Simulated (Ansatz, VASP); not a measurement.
One calculation of BN, two programs

```
CELL_PARAMETERS angstrom
0.00000 1.75861 1.86739
1.75861 0.00000 1.86739
1.75861 1.75861 0.00000
ATOMIC_POSITIONS crystal
B 0.00000 0.00000 0.00000
N 0.75000 0.75000 0.75000
```

Change from the starting cell: strain -0.030 along x and y, +0.030 along z, atoms carried along.

Alike in both runs: task single point; functional PBE; k mesh 12 × 12 × 12; occupations gaussian, width 0.05 eV; no spin polarisation.

|  | VASP | Ansatz |
| --- | --- | --- |
| version | VASP 6.6.1 | Ansatz 0.2.0 |
| potentials or method | VASP PAW PBE potentials, release 64 (B, N), cutoff 520 eV | scalar-relativistic, plane waves, PAW |
| valence electrons in the cell | 8 | 8 |

```csv
,VASP,Ansatz,Ansatz less VASP
gap on the k mesh at the Fermi level (eV),3.93,3.94,+0.011
least direct gap on the mesh (eV),8.59,8.60,+0.010
pressure (GPa),12.2,11.9,-0.33
"traceless stress, the component that is largest in VASP (GPa)",-27.29,-27.28,+0.016
```

The functional is the same, so the differences come from potentials, cutoffs and numerics.
